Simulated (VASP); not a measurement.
Runs of VASP 6.6.1 on LaTlO2. The structure is that of space group I4_1/amd (No. 141), or close to it. The cells are those of the table. 

```csv
cell,gap on the mesh (eV),pressure (GPa),largest force (eV/Å)
"a = 6.988 Å, angles 136.5, 136.5, 63.3°, 8 atoms",1.10,(b),0.11
"a = 6.919 Å, angles 136.5, 136.5, 63.3°, 8 atoms",1.03,-0.2,-
"a = 6.850 Å, angles 136.5, 136.5, 63.3°, 8 atoms",(c),2.6,0.11
"a = 6.778 Å, angles 136.5, 136.5, 63.3°, 8 atoms",0.86,(a),0.25
```

Alike in all rows: task single point; level PBE; potentials or basis VASP PAW PBE potentials, release 64 (Tl_d, O, La); no spin polarisation; k mesh 6 × 6 × 6; cutoff (eV) 520; smearing gaussian 0.01 eV.

**Question.** Fill in the values left out.

**Answer.** (a) 5.9; (b) -2.6; (c) 0.95.

Caveats: spin-orbit coupling is left out, which moves the levels of the heavy elements; the cell stands under pressure (at least some runs).

A k mesh can miss the band edges, and the runs leave out spin-orbit coupling on La, Tl.
